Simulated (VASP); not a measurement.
# TaBeBi3 (Pm-3m) in VASP: further runs, part 2 of 2

VASP 6.6.1. Earlier steps stand in the parts before.

## (5) Relaxation of cell and atoms, PBE

Contents of INCAR:

```
SYSTEM = TaBeBi3
PREC = Accurate
ENCUT = 600
EDIFF = 1E-6
ISMEAR = 0
SIGMA = 0.1
LREAL = .FALSE.
LASPH = .TRUE.
NELM = 80
ALGO = Normal
ISIF = 3
LWAVE = .FALSE.
LCHARG = .FALSE.
GGA = PE
IBRION = 2
NSW = 90
EDIFFG = -0.04
```

Contents of KPOINTS:

```
Automatic mesh
0
G
  4 4 4
  0 0 0
```

Contents of POSCAR:

```
TaBeBi3
1.0
    4.7983520267      0.0000000000      0.0000000000
    0.0000000000      4.7983520267      0.0000000000
    0.0000000000      0.0000000000      4.7983520267
Ta Be Bi
1 1 3
Direct
    0.0000000000      0.0000000000      0.0000000000
    0.5000000000      0.5000000000      0.5000000000
    0.0000000000      0.5000000000      0.5000000000
    0.5000000000      0.0000000000      0.5000000000
    0.5000000000      0.5000000000      0.0000000000
```

Potentials or basis: VASP PAW PBE potentials, release 64 (Ta_pv, Be, Bi_d).

Launch:

```
$ cat potpaw_PBE.64/Ta_pv/POTCAR potpaw_PBE.64/Be/POTCAR potpaw_PBE.64/Bi_d/POTCAR > POTCAR
$ mpirun -np 1 vasp_std > vasp.out
```

OUTCAR:

```text
SYSTEM = TaBeBi3
   PREC = Accurate
   ENCUT = 600
   EDIFF = 1E-6
   ISMEAR = 0
   LREAL = .FALSE.
   LASPH = .TRUE.
   NELM = 80
   ISIF = 3
   GGA = PE
   IBRION = 2
   NSW = 90
   EDIFFG = -0.04

 ion  position               nearest neighbor table
   1  0.000  0.000  0.000-   3 3.39   4 3.39   5 3.39   3 3.39   4 3.39   3 3.39   5 3.39   3 3.39
                             4 3.39   5 3.39   4 3.39   5 3.39
   2  0.500  0.500  0.500-   3 2.40   4 2.40   5 2.40   5 2.40   4 2.40   3 2.40
   3  0.000  0.500  0.500-   2 2.40   2 2.40   4 3.39   5 3.39   1 3.39   5 3.39   1 3.39   4 3.39
                             1 3.39   1 3.39   4 3.39   5 3.39   5 3.39   4 3.39
   4  0.500  0.000  0.500-   2 2.40   2 2.40   3 3.39   5 3.39   1 3.39   5 3.39   1 3.39   3 3.39
                             5 3.39   5 3.39   1 3.39   3 3.39   1 3.39   3 3.39
   5  0.500  0.500  0.000-   2 2.40   2 2.40   3 3.39   4 3.39   1 3.39   3 3.39   4 3.39   1 3.39
                             4 3.39   4 3.39   1 3.39   3 3.39   3 3.39   1 3.39

  LATTYP: Found a simple cubic cell.
 ALAT       =     4.7983520267

  Lattice vectors:

 A1 = (   4.7983520267,   0.0000000000,   0.0000000000)
 A2 = (   0.0000000000,   4.7983520267,   0.0000000000)
 A3 = (   0.0000000000,   0.0000000000,   4.7983520267)

Analysis of symmetry for initial positions (statically):
=====================================================================
 Subroutine PRICEL returns:
 Original cell was already a primitive cell.

 Routine SETGRP: Setting up the symmetry group for a
 simple cubic supercell.

 Subroutine GETGRP returns: Found 48 space group operations
 (whereof 48 operations were pure point group operations)
 out of a pool of 48 trial point group operations.

The static configuration has the point symmetry O_h .

Analysis of symmetry for dynamics (positions and initial velocities):
=====================================================================
 Subroutine PRICEL returns:
 Original cell was already a primitive cell.

 Routine SETGRP: Setting up the symmetry group for a
 simple cubic supercell.

 Subroutine GETGRP returns: Found 48 space group operations
[... 105 lines left out ...]
   NELECT =      58.0000    total number of electrons
   NUPDOWN=      -1.0000    fix difference up-down
   EMIN   =  10.00;   EMAX   =-10.00  energy-range for DOS
   EFERMI =   0.00;   METHOD = LEGACY
   ISMEAR =     0;   SIGMA  =   0.10  broadening in eV -4-tet -1-fermi 0-gaus
   EFERMI_NEDOS =   21; number of points for ismear=-14 and -15
   IALGO  =     38    algorithm
   IMIX   =      4    mixing-type and parameters
     AMIX     =   0.40;   BMIX     =  1.00
     AMIX_MAG =   1.60;   BMIX_MAG =  1.00
  volume/ion in A,a.u.               =      22.10       149.11
  Fermi-wavevector in a.u.,A,eV,Ry     =   1.320663  2.495691 23.730617  1.744151
  Thomas-Fermi vector in A             =   2.450473
   LORBIT       =      0    0 simple, 1 ext, 2 COOP (PROOUT), +10 PAW based schemes
   GGA     = PE    functional components
   LHFCALC =     F    Hartree Fock is set to
   AEXX    =    0.0000 exact exchange contribution
   IVDW    =     0    specifies the selected vdW correction
   LEPSILON=     F    determine dielectric tensor
   LRPA    =     F    only Hartree local field effects (RPA)
 conjugate gradient relaxation of ions
 non-spin polarized calculation
 Gauss-broadening in eV      SIGMA  =   0.10
  energy-cutoff  :      600.00
  volume of cell :      110.48
 maximum number of plane-waves:      3743
 NGX is ok and might be reduce to    40
   NGX = 19   NGY = 19   NGZ = 19

--------------------------------------- Ionic step        1  -------------------------------------------

 number of electron      58.0000010 magnetization

 Free energy of the ion-electron system (eV)
  ---------------------------------------------------
  ext. energy  EPLUGINS =         0.00000000
  ---------------------------------------------------
  free energy    TOTEN  =       -21.03054422 eV

  energy without entropy =      -20.96854433  energy(sigma->0) =      -20.99954427

------------------------ aborting loop because EDIFF is reached ----------------------------------------

  FORCE on cell =-STRESS in cart. coord.  units (eV):
  Direction    XX          YY          ZZ          XY          YZ          ZX
  --------------------------------------------------------------------------------------
  -------------------------------------------------------------------------------------
  Total        7.8241937      7.8241937      7.8241937      0.0000000      0.0000000      0.0000000
  in kB      113.4681197    113.4681197    113.4681197      0.0000000      0.0000000      0.0000000
  external PRESSURE =     113.4681197 kB  Pullay stress =       0.0000000 kB
[... 65 lines left out ...]
--------------------------------------- Ionic step        3  -------------------------------------------

 number of electron      58.0000024 magnetization

 Free energy of the ion-electron system (eV)
  ---------------------------------------------------
  ext. energy  EPLUGINS =         0.00000000
  ---------------------------------------------------
  free energy    TOTEN  =       -21.53835067 eV

  energy without entropy =      -21.47431907  energy(sigma->0) =      -21.50633487

 E-fermi :   7.1230     XC(G=0): -10.4383

 val. band max:        7.1140052918   @ k =   0.5000   0.2500   0.2500
 cond. band min:       7.1283024891   @ k =   0.5000   0.0000   0.0000
 fundamental gap:      0.0142971973
 Fermi energy:         7.1229534767

 k-point     1 :       0.0000    0.0000    0.0000
  band No.  band energies     occupation
      1     -28.3996      2.00000
      2     -28.3996      2.00000
      3     -28.3996      2.00000
      4     -15.9118      2.00000
      5     -15.8581      2.00000
      6     -15.8581      2.00000
[... 391 lines left out ...]
  FREE ENERGIE OF THE ION-ELECTRON SYSTEM (eV)
  ---------------------------------------------------
  free  energy   TOTEN  =       -21.5383506748 eV

  energy  without entropy=      -21.4743190660  energy(sigma->0) =      -21.50633487

 reached required accuracy - stopping structural energy minimisation
```

OSZICAR:

```text
N       E                     dE             d eps       ncg     rms          rms(c)
DAV:   1     0.697755687138E+03    0.69776E+03   -0.33211E+04   680   0.230E+03
DAV:   2     0.492729335009E+02   -0.64848E+03   -0.64205E+03   680   0.601E+02
DAV:   3    -0.207228266882E+02   -0.69996E+02   -0.68885E+02   830   0.203E+02
[... 41 lines left out ...]
DAV:   7    -0.215385704129E+02   -0.23408E-02   -0.46524E-03   778   0.473E-01    0.126E-01
DAV:   8    -0.215383675698E+02    0.20284E-03   -0.15683E-03   794   0.172E-01    0.333E-02
DAV:   9    -0.215383648670E+02    0.27028E-05   -0.36258E-04   858   0.851E-02    0.251E-02
DAV:  10    -0.215383509636E+02    0.13903E-04   -0.71046E-05   834   0.422E-02    0.302E-03
DAV:  11    -0.215383506748E+02    0.28880E-06   -0.31556E-06   568   0.782E-03
   3 F= -.21538351E+02 E0= -.21506335E+02  d E =-.507806E+00
```

CONTCAR:

```text
TaBeBi3
   1.00000000000000
     5.0215018276499022    0.0000000000000000    0.0000000000000000
     0.0000000000000000    5.0215018276499022    0.0000000000000000
    -0.0000000000000000    0.0000000000000000    5.0215018276499030
  Ta              Be              Bi
     1     1     3
Direct
     0.0000000000000000    0.0000000000000000    0.0000000000000000
     0.5000000000000000    0.5000000000000000    0.5000000000000000
     0.0000000000000000    0.5000000000000000    0.5000000000000000
     0.5000000000000000    0.0000000000000000    0.5000000000000000
     0.5000000000000000    0.5000000000000000    0.0000000000000000

  0.00000000E+00  0.00000000E+00  0.00000000E+00
  0.00000000E+00  0.00000000E+00  0.00000000E+00
  0.00000000E+00  0.00000000E+00  0.00000000E+00
  0.00000000E+00  0.00000000E+00  0.00000000E+00
  0.00000000E+00  0.00000000E+00  0.00000000E+00
```

Wall time 4.2 min (1 thread of Intel Xeon 8259CL, shared host); peak memory 0.28 GiB.

Results:

```yaml
Free_energy: -21.5384 eV
Relaxed_volume: 25.32 Å³/atom
Relaxed_cell: a = 5.022 Å, b = 5.022 Å, c = 5.022 Å, α = 90.00°, β = 90.00°, γ = 90.00°
Space_group_after_relaxing_to_0.1_Å: Pm-3m (No. 221)
Energy_gained_by_relaxing: 101.6 meV/atom
Ionic_steps: 3
Pressure_after_relaxing: 0.0 GPa
Band_gap_on_the_k_mesh: zero (bands 29 and 30 overlap by 1.00 eV)
```

The path:
```
step  energy change (eV)  largest force (eV/Å)  pressure (GPa)  volume (Å³)
   1              0.0000                0.0000           11.35       110.48
   2             -0.3521                0.0000           -4.25       137.44
   3             -0.5078                0.0000            0.01       126.62
```

Final structure:
```
Ta Be Bi
1.0
     5.02150    0.00000    0.00000
     0.00000    5.02150    0.00000
     0.00000    0.00000    5.02150
Ta Be Bi
1 1 3
Direct
  0.00000 0.00000 0.00000
  0.50000 0.50000 0.50000
  0.00000 0.50000 0.50000
  0.50000 0.00000 0.50000
  0.50000 0.50000 0.00000
```

Caveat: spin-orbit coupling is left out, which moves the levels of the heavy elements.

## (6) Relaxation of cell and atoms, PBE

This run uses another cell than the first one, of 25.49 Å³/atom.

INCAR, as its differences from that of step 5:

```diff
@@ -9,3 +9,3 @@
 NELM = 80
-ALGO = Normal
+ALGO = Fast
 ISIF = 3
@@ -15,3 +15,3 @@
 IBRION = 2
-NSW = 90
-EDIFFG = -0.04
+NSW = 100
+EDIFFG = -0.01
```

Contents of KPOINTS:

```
regular mesh
0
G
  8 8 8
  0 0 0
```

POSCAR, as its differences from that of step 5:

```diff
@@ -2,5 +2,5 @@
 1.0
-    4.7983520267      0.0000000000      0.0000000000
-    0.0000000000      4.7983520267      0.0000000000
-    0.0000000000      0.0000000000      4.7983520267
+    5.0322716880      0.0000000000      0.0000000000
+    0.0000000000      5.0322716880      0.0000000000
+    0.0000000000      0.0000000000      5.0322716880
 Ta Be Bi
```

Potentials or basis: VASP PAW PBE potentials, release 64 (Ta_pv, Be, Bi_d).

Launch:

```
$ cat potpaw_PBE.64/Ta_pv/POTCAR potpaw_PBE.64/Be/POTCAR potpaw_PBE.64/Bi_d/POTCAR > POTCAR
$ mpirun -np 1 vasp_std > vasp.out
```

OUTCAR:

```text
SYSTEM = TaBeBi3
   PREC = Accurate
   ENCUT = 600
   EDIFF = 1E-6
   ISMEAR = 0
   LREAL = .FALSE.
   LASPH = .TRUE.
   NELM = 80
   ISIF = 3
   GGA = PE
   IBRION = 2
   NSW = 100
   EDIFFG = -0.01

 ion  position               nearest neighbor table
   1  0.000  0.000  0.000-   3 3.56   4 3.56   5 3.56   3 3.56   4 3.56   3 3.56   5 3.56   3 3.56
                             4 3.56   5 3.56   4 3.56   5 3.56
   2  0.500  0.500  0.500-   3 2.52   4 2.52   5 2.52   5 2.52   4 2.52   3 2.52
   3  0.000  0.500  0.500-   2 2.52   2 2.52   4 3.56   5 3.56   1 3.56   5 3.56   1 3.56   4 3.56
                             1 3.56   1 3.56   4 3.56   5 3.56   5 3.56   4 3.56
   4  0.500  0.000  0.500-   2 2.52   2 2.52   3 3.56   5 3.56   1 3.56   5 3.56   1 3.56   3 3.56
                             5 3.56   5 3.56   1 3.56   3 3.56   1 3.56   3 3.56
   5  0.500  0.500  0.000-   2 2.52   2 2.52   3 3.56   4 3.56   1 3.56   3 3.56   4 3.56   1 3.56
                             4 3.56   4 3.56   1 3.56   3 3.56   3 3.56   1 3.56

  LATTYP: Found a simple cubic cell.
 ALAT       =     5.0322716880

  Lattice vectors:

 A1 = (   5.0322716880,   0.0000000000,   0.0000000000)
 A2 = (   0.0000000000,   5.0322716880,   0.0000000000)
 A3 = (   0.0000000000,   0.0000000000,   5.0322716880)

Analysis of symmetry for initial positions (statically):
=====================================================================
[... 186 lines left out ...]
  --------------------------------------------------------------------------------------
  -------------------------------------------------------------------------------------
  Total       -0.5129907     -0.5129907     -0.5129907      0.0000000     -0.0000000      0.0000000
  in kB       -6.4495264     -6.4495264     -6.4495264      0.0000000     -0.0000000      0.0000000
  external PRESSURE =      -6.4495264 kB  Pullay stress =       0.0000000 kB
[... 65 lines left out ...]
--------------------------------------- Ionic step        3  -------------------------------------------

 number of electron      58.0000019 magnetization

 Free energy of the ion-electron system (eV)
  ---------------------------------------------------
  ext. energy  EPLUGINS =         0.00000000
  ---------------------------------------------------
  free energy    TOTEN  =       -21.60947273 eV

  energy without entropy =      -21.57484053  energy(sigma->0) =      -21.59215663

 E-fermi :   7.1782     XC(G=0): -10.4589

 val. band max:        7.1746420827   @ k =   0.2500   0.1250   0.1250
 cond. band min:       7.1933430574   @ k =   0.2500   0.0000   0.0000
 fundamental gap:      0.0187009747
 Fermi energy:         7.1781918874

 k-point     1 :       0.0000    0.0000    0.0000
  band No.  band energies     occupation
      1     -28.3419      2.00000
      2     -28.3419      2.00000
      3     -28.3419      2.00000
      4     -15.8405      2.00000
      5     -15.7850      2.00000
      6     -15.7850      2.00000
[... 877 lines left out ...]
     33       8.4602      0.00000
     34       9.7672      0.00000

 [... further k-points ...]
[... 5 lines left out ...]
  --------------------------------------------------------------------------------------
  -------------------------------------------------------------------------------------
  Total        0.0393787      0.0393787      0.0393787     -0.0000000      0.0000000      0.0000000
  in kB        0.5007600      0.5007600      0.5007600     -0.0000000      0.0000000      0.0000000
  external PRESSURE =       0.5007600 kB  Pullay stress =       0.0000000 kB
[... 20 lines left out ...]
  FREE ENERGIE OF THE ION-ELECTRON SYSTEM (eV)
  ---------------------------------------------------
  free  energy   TOTEN  =       -21.6094727264 eV

  energy  without entropy=      -21.5748405261  energy(sigma->0) =      -21.59215663

 reached required accuracy - stopping structural energy minimisation
```

Wall time 20 min (1 thread of Intel Xeon 8259CL, shared host); peak memory 0.38 GiB.

Results:

```
Free energy                           : -21.6095 eV
Relaxed volume                        : 25.20 Å³/atom
Relaxed cell                          : a = 5.013 Å, b = 5.013 Å, c = 5.013 Å, α = 90.00°, β = 90.00°, γ = 90.00°
Space group after relaxing (to 0.1 Å) : Pm-3m (No. 221)
Energy gained by relaxing             : 0.7 meV/atom
Ionic steps                           : 3
Pressure after relaxing               : 0.1 GPa
Band gap on the k mesh                : zero (bands 29 and 30 overlap by 1.01 eV)
```

The path:
```csv
step,energy change (eV),largest force (eV/Å),pressure (GPa),volume (Å³)
1,0.0000,0.0000,-0.64,127.44
2,-0.0028,0.0000,0.27,125.55
3,-0.0033,0.0000,0.05,125.99
```

Final structure:
```yaml
crystal:
  lattice:
    - [5.01319, 0.00000, 0.00000]
    - [0.00000, 5.01319, 0.00000]
    - [0.00000, 0.00000, 5.01319]
  atoms:
    - { symbol: Ta, position: [0.00000, 0.00000, 0.00000] }
    - { symbol: Be, position: [0.50000, 0.50000, 0.50000] }
    - { symbol: Bi, position: [0.00000, 0.50000, 0.50000] }
    - { symbol: Bi, position: [0.50000, 0.00000, 0.50000] }
    - { symbol: Bi, position: [0.50000, 0.50000, 0.00000] }
```

Caveat: spin-orbit coupling is left out, which moves the levels of the heavy elements.

## (7) The runs side by side

| task | cell | k mesh | cutoff (eV) | gap on the mesh (eV) | pressure (GPa) | relaxed volume (Å³/atom) |
| --- | --- | --- | --- | --- | --- | --- |
| single point | a = 4.798 Å, 5 atoms | 4 × 4 × 4 | 520 | none | 11.3 | - |
| single point | a = 5.032 Å, 5 atoms | 4 × 4 × 4 | 520 | none | -0.4 | - |
| single point | a = 5.015 Å, 5 atoms | 8 × 8 × 8 | 520 | none | -0.1 | - |
| relaxation of cell and atoms | relaxed from a = 4.798 Å, 5 atoms | 4 × 4 × 4 | 600 | none | 0.0 | 25.32 |
| relaxation of cell and atoms | relaxed from a = 5.032 Å, 5 atoms | 8 × 8 × 8 | 600 | none | 0.1 | 25.20 |

Alike in all rows: level PBE; potentials or basis VASP PAW PBE potentials, release 64 (Ta_pv, Be, Bi_d); no spin polarisation; smearing gaussian 0.1 eV.

Caveats: spin-orbit coupling is left out, which moves the levels of the heavy elements; the cell stands under pressure (at least some runs).

Absolute energies hang on the potentials; compare differences alone.

The gap in the log of VASP goes by the Fermi energy; the results here count the filled bands.